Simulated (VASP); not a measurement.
# TePb (Immm) in VASP: single point with r2SCAN

Aim: the single point of TePb with r2SCAN.

Everything below comes from runs of VASP 6.6.1. Logs are shortened: lines on timing, memory, paths and dates and some standing lists are left out, and cuts for length are marked.

**1. The cell of the first run**

Symmetry: Immm, No. 71, orthorhombic system. The conventional cell has a = 4.500 Å, b = 4.743 Å, c = 6.536 Å, α = 90.00°, β = 90.00°, γ = 90.00°. Pb (site symmetry mmm) has 6 Te at 3.27 Å within 4.3 Å. Te (site symmetry mmm) has 6 Pb at 3.27 Å within 4.3 Å.

**2. Single point, r2SCAN (shear xy strain +5.2%)**

Input file POSCAR:

```
TePb
1.0
    0.0857807174      3.2678368520      3.2678368520
    3.2678368520      0.0857807174      3.2678368520
    3.3536175694      3.3536175694      0.0000000000
Pb Te
1 1
Direct
    0.0000000000      0.0000000000      0.0000000000
    0.5000000000      0.5000000000      0.5000000000
```

Input file INCAR.step1:

```
ALGO     = Normal         # electronic algorithm
EDIFF    = 1E-4           # SCF threshold, eV
ENCUT    = 520            # plane-wave cutoff, eV
GGA      = PE             # functional
ISMEAR   = 0              # smearing method
LASPH    = True           # aspherical terms in the spheres
LCHARG   = False          # write CHGCAR
LREAL    = False          # projectors in reciprocal space
LWAVE    = True           # write WAVECAR
NBANDS   = 17             # bands
NELM     = 80             # most SCF steps
PREC     = Accurate       # precision mode
SIGMA    = 0.01           # smearing width, eV
```

Input file INCAR.step2:

```
ALGO     = Normal         # electronic algorithm
EDIFF    = 1E-7           # SCF threshold, eV
ENCUT    = 520            # plane-wave cutoff, eV
ISIF     = 2              # what is computed and relaxed
ISMEAR   = 0              # smearing method
ISTART   = 1            
LASPH    = True           # aspherical terms in the spheres
LCHARG   = False          # write CHGCAR
LMIXTAU  = True         
LREAL    = False          # projectors in reciprocal space
LWAVE    = False          # write WAVECAR
METAGGA  = R2SCAN         # meta-GGA
NBANDS   = 17             # bands
NELM     = 80             # most SCF steps
PREC     = Accurate       # precision mode
SIGMA    = 0.01           # smearing width, eV
```

Input file KPOINTS:

```
k-points
0
Gamma
  8 8 8
```

Potentials or basis: VASP PAW PBE potentials, release 64 (Pb_d, Te).

Command:

```console
cat potpaw_PBE.64/Pb_d/POTCAR potpaw_PBE.64/Te/POTCAR > POTCAR
cp INCAR.step1 INCAR
mpirun -np 1 vasp_std > vasp.out
cp INCAR.step2 INCAR
mpirun -np 1 vasp_std > vasp.out
```

OUTCAR:

```text
EDIFF = 1E-7
   ENCUT = 520
   ISIF = 2
   ISMEAR = 0
   ISTART = 1
   LASPH = True
   LREAL = False
   METAGGA = R2SCAN
   NELM = 80
   PREC = Accurate

 ion  position               nearest neighbor table
   1  0.000  0.000  0.000-   2 3.27   2 3.27   2 3.27   2 3.27   2 3.27   2 3.27
   2  0.500  0.500  0.500-   1 3.27   1 3.27   1 3.27   1 3.27   1 3.27   1 3.27

  LATTYP: Found a body centered orthorhombic cell.
 ALAT       =     4.5001069418
 B/A-ratio  =     1.0539152760
 C/A-ratio  =     1.4523374197

  Lattice vectors:

 A1 = (   3.2678368520,   0.0857807174,  -3.2678368520)
 A2 = (  -3.2678368520,  -0.0857807174,  -3.2678368520)
 A3 = (   0.0857807174,   3.2678368520,   3.2678368520)

Analysis of symmetry for initial positions (statically):
=====================================================================
 Subroutine PRICEL returns:
 Original cell was already a primitive cell.

 Routine SETGRP: Setting up the symmetry group for a
 body centered orthorhombic supercell.

 Subroutine GETGRP returns: Found  8 space group operations
 (whereof  8 operations were pure point group operations)
 out of a pool of  8 trial point group operations.

The static configuration has the point symmetry D_2h.

Analysis of symmetry for dynamics (positions and initial velocities):
=====================================================================
 Subroutine PRICEL returns:
 Original cell was already a primitive cell.

 Routine SETGRP: Setting up the symmetry group for a
 body centered orthorhombic supercell.

 Subroutine GETGRP returns: Found  8 space group operations
 (whereof  8 operations were pure point group operations)
 out of a pool of  8 trial point group operations.

The dynamic configuration has the point symmetry D_2h.

 Subroutine INISYM returns: Found  8 space group operations
 (whereof  8 operations are pure point group operations),
 and found     1 'primitive' translations

----------------------------------------------------------------------------------------

                                     Primitive cell

  volume of cell :      69.7448

  direct lattice vectors                    reciprocal lattice vectors
     0.085780717  3.267836852  3.267836852    -0.157131106  0.157131106  0.153006415
     3.267836852  0.085780717  3.267836852     0.157131106 -0.157131106  0.153006415
     3.353617569  3.353617569  0.000000000     0.149092730  0.149092730 -0.153006415

  length of vectors
     4.622215239  4.622215239  4.742731450     0.269798688  0.269798688  0.260515350

  position of ions in fractional coordinates (direct lattice)
     0.000000000  0.000000000  0.000000000
     0.500000000  0.500000000  0.500000000

  ion indices of the primitive-cell ions
   primitive index   ion index
                 1           1
                 2           2

----------------------------------------------------------------------------------------

 KPOINTS: k-points

Automatic generation of k-mesh.
 Grid dimensions read from file:
 generate k-points for:    8    8    8

 Generating k-lattice:

  Cartesian coordinates                     Fractional coordinates (reciprocal lattice)
    -0.019641388  0.019641388  0.019125802     0.125000000 -0.000000000  0.000000000
     0.019641388 -0.019641388  0.019125802    -0.000000000  0.125000000  0.000000000
     0.018636591  0.018636591 -0.019125802     0.000000000  0.000000000  0.125000000

  Length of vectors
     0.033724836  0.033724836  0.032564419

  Shift w.r.t. Gamma in fractional coordinates (k-lattice)
     0.000000000  0.000000000  0.000000000

 Subroutine IBZKPT returns following result:
 ===========================================

 Found     95 irreducible k-points:

 Following reciprocal coordinates:
            Coordinates               Weight
  0.000000  0.000000  0.000000      1.000000
  0.125000  0.000000  0.000000      4.000000
  0.250000  0.000000  0.000000      4.000000
  0.375000  0.000000  0.000000      4.000000
  0.500000  0.000000  0.000000      2.000000
  0.125000  0.125000  0.000000      2.000000
[... 16 lines left out ...]
  0.125000 -0.000000  0.125000      4.000000
  0.250000 -0.000000  0.125000      8.000000
 [... further k-points ...]
   k-points           NKPTS =     95   k-points in BZ     NKDIM =     95   number of bands    NBANDS=     17
   number of dos      NEDOS =    301   number of ions     NIONS =      2
   total plane-waves  NPLWV =  46656
   dimension x,y,z NGX =    36 NGY =   36 NGZ =   36
   dimension x,y,z NGXF=    72 NGYF=   72 NGZF=   72
   ions per type =               1   1
   NGX,Y,Z   is equivalent  to a cutoff of  12.95, 12.95, 12.62 a.u.
   NGXF,Y,Z  is equivalent  to a cutoff of  25.90, 25.90, 25.24 a.u.
 SYSTEM =  unknown system
   PREC   = accura    normal or accurate (medium, high low for compatibility)
   ISTART =      1    job   : 0-new  1-cont  2-samecut
   ICHARG =      0    charge: 1-file 2-atom 10-const
   ISPIN  =      1    spin polarized calculation?
   LNONCOLLINEAR =      F non collinear calculations
   LSORBIT =      F    spin-orbit coupling
   LASPH  =      T    aspherical Exc in radial PAW
   ENCUT  =  520.0 eV  38.22 Ry    6.18 a.u.   8.59  8.59  8.82*2*pi/ulx,y,z
   NELM   =     80;   NELMIN=  2; NELMDL=  0     # of ELM steps
   EDIFF  = 0.1E-06   stopping-criterion for ELM
   LREAL  =      F    real-space projection
   EDIFFG = 0.1E-05   stopping-criterion for IOM
   NSW    =      0    number of steps for IOM
   IBRION =     -1    ionic relax: 0-MD 1-quasi-New 2-CG
   NFREE  =      0    steps in history (QN), initial steepest desc. (CG)
   ISIF   =      2    stress and relaxation
   ISYM   =      2    0-nonsym 1-usesym 2-fastsym
   POTIM  = 0.5000    time-step for ionic-motion
   TEBEG  =    0.0;   TEEND  =   0.0 temperature during run
   PSTRESS=    0.0 pullay stress
   NELECT =      20.0000    total number of electrons
   NUPDOWN=      -1.0000    fix difference up-down
   EMIN   =  10.00;   EMAX   =-10.00  energy-range for DOS
   EFERMI =   0.00;   METHOD = LEGACY
   ISMEAR =     0;   SIGMA  =   0.01  broadening in eV -4-tet -1-fermi 0-gaus
   EFERMI_NEDOS =   21; number of points for ismear=-14 and -15
   IALGO  =     38    algorithm
   IMIX   =      4    mixing-type and parameters
     AMIX     =   0.40;   BMIX     =  1.00
     AMIX_MAG =   1.60;   BMIX_MAG =  1.00
  volume/ion in A,a.u.               =      34.87       235.33
  Fermi-wavevector in a.u.,A,eV,Ry     =   1.079562  2.040076 15.856966  1.165454
  Thomas-Fermi vector in A             =   2.215530
   LORBIT       =      0    0 simple, 1 ext, 2 COOP (PROOUT), +10 PAW based schemes
   METAGGA = R2SCAN    functional components
   LHFCALC =     F    Hartree Fock is set to
   AEXX    =    0.0000 exact exchange contribution
   IVDW    =     0    specifies the selected vdW correction
   LEPSILON=     F    determine dielectric tensor
   LRPA    =     F    only Hartree local field effects (RPA)
 non-spin polarized calculation
 Gauss-broadening in eV      SIGMA  =   0.01
  energy-cutoff  :      520.00
  volume of cell :       69.74
 maximum number of plane-waves:      1897
 NGX is ok and might be reduce to    36
   NGX = 17   NGY = 17   NGZ = 17

 number of electron      19.9999999 magnetization

 Free energy of the ion-electron system (eV)
  ---------------------------------------------------
  ext. energy  EPLUGINS =         0.00000000
  ---------------------------------------------------
  free energy    TOTEN  =       -82.69685378 eV

  energy without entropy =      -82.69685378  energy(sigma->0) =      -82.69685378

 E-fermi :   5.2937     XC(G=0):  -9.6567

 val. band max:        5.1920265965   @ k =   0.0000   0.0000   0.5000
 cond. band min:       5.9862879977   @ k =   0.5000   0.0000   0.0000
 fundamental gap:      0.7942614012
 Fermi energy:         5.2936950174

 k-point     1 :       0.0000    0.0000    0.0000
  band No.  band energies     occupation
      1     -12.2481      2.00000
      2     -12.2439      2.00000
      3     -12.2370      2.00000
      4     -12.2325      2.00000
      5     -12.2320      2.00000
      6      -7.1459      2.00000
[... 9 lines left out ...]
     16      11.6638      0.00000
     17      13.0433      0.00000

 k-point     2 :       0.1250    0.0000    0.0000
  band No.  band energies     occupation
      1     -12.2474      2.00000
      2     -12.2461      2.00000
      3     -12.2364      2.00000
      4     -12.2322      2.00000
      5     -12.2305      2.00000
      6      -7.0077      2.00000
[... 9 lines left out ...]
     16      11.7818      0.00000
     17      14.0759      0.00000

 k-point     3 :       0.2500    0.0000    0.0000
  band No.  band energies     occupation
      1     -12.2519      2.00000
      2     -12.2490      2.00000
      3     -12.2355      2.00000
      4     -12.2291      2.00000
      5     -12.2250      2.00000
      6      -6.6111      2.00000
[... 9 lines left out ...]
     16      12.6770      0.00000
     17      15.9520      0.00000

 k-point     4 :       0.3750    0.0000    0.0000
  band No.  band energies     occupation
      1     -12.2580      2.00000
      2     -12.2529      2.00000
      3     -12.2353      2.00000
      4     -12.2230      2.00000
      5     -12.2192      2.00000
      6      -6.0454      2.00000
[... 9 lines left out ...]
     16      14.0396      0.00000
     17      16.3007      0.00000
[... 343 lines left out ...]
      1     -12.2501      2.00000
      2     -12.2453      2.00000
      3     -12.2352      2.00000
      4     -12.2321      2.00000
      5     -12.2302      2.00000
      6      -7.0153      2.00000
[... 9 lines left out ...]
     16      11.9501      0.00000
     17      13.9615      0.00000

 k-point    23 :       0.1250   -0.0000    0.1250
  band No.  band energies     occupation
      1     -12.2507      2.00000
      2     -12.2447      2.00000
      3     -12.2371      2.00000
      4     -12.2305      2.00000
      5     -12.2299      2.00000
      6      -6.9669      2.00000
[... 9 lines left out ...]
     16      12.1730      0.00000
     17      13.4387      0.00000

 k-point    24 :       0.2500   -0.0000    0.1250
  band No.  band energies     occupation
      1     -12.2572      2.00000
      2     -12.2436      2.00000
      3     -12.2375      2.00000
      4     -12.2277      2.00000
      5     -12.2261      2.00000
      6      -6.6553      2.00000
[... 9 lines left out ...]
     16      13.1614      0.00000
     17      14.5706      0.00000

 [... further k-points ...]

------------------------ aborting loop because EDIFF is reached ----------------------------------------

  FORCE on cell =-STRESS in cart. coord.  units (eV):
  Direction    XX          YY          ZZ          XY          YZ          ZX
  --------------------------------------------------------------------------------------
  -------------------------------------------------------------------------------------
  Total        0.0006432      0.0006432     -0.0233841     -0.3533693      0.0000000      0.0000000
  in kB        0.0147766      0.0147766     -0.5371798     -8.1176005      0.0000000      0.0000000
  external PRESSURE =      -0.1692089 kB  Pullay stress =       0.0000000 kB

 VOLUME and BASIS-vectors are now :
 -----------------------------------------------------------------------------
  energy-cutoff  :      520.00
  volume of cell :       69.74
      direct lattice vectors                 reciprocal lattice vectors
     0.085780717  3.267836852  3.267836852    -0.157131106  0.157131106  0.153006415
     3.267836852  0.085780717  3.267836852     0.157131106 -0.157131106  0.153006415
     3.353617569  3.353617569  0.000000000     0.149092730  0.149092730 -0.153006415

 POSITION                                       TOTAL-FORCE (eV/Angst)
 -----------------------------------------------------------------------------------
      0.00000      0.00000      0.00000         0.000000     -0.000000      0.000000
      3.35362      3.35362      3.26784        -0.000000      0.000000     -0.000000
 -----------------------------------------------------------------------------------
    total drift:                               -0.000000      0.000000      0.000000

  FREE ENERGIE OF THE ION-ELECTRON SYSTEM (eV)
  ---------------------------------------------------
  free  energy   TOTEN  =       -82.6968537840 eV

  energy  without entropy=      -82.6968537840  energy(sigma->0) =      -82.69685378
```

It took 8.4 min on 1 thread of Intel Xeon 8259CL, shared host; peak memory 0.3 GiB.

What came out:

```yaml
Free_energy: -82.6969 eV
Pressure: 0.0 GPa
Band_gap_on_the_k_mesh: 0.79 eV (least direct gap 1.02 eV)
```

Caveat: the cell differs from its parent crystal (shear xy strain +5.2%); the PAW data sets were made with another functional, which shifts forces and pressure a little; spin-orbit coupling is left out, which moves the levels of the heavy elements.
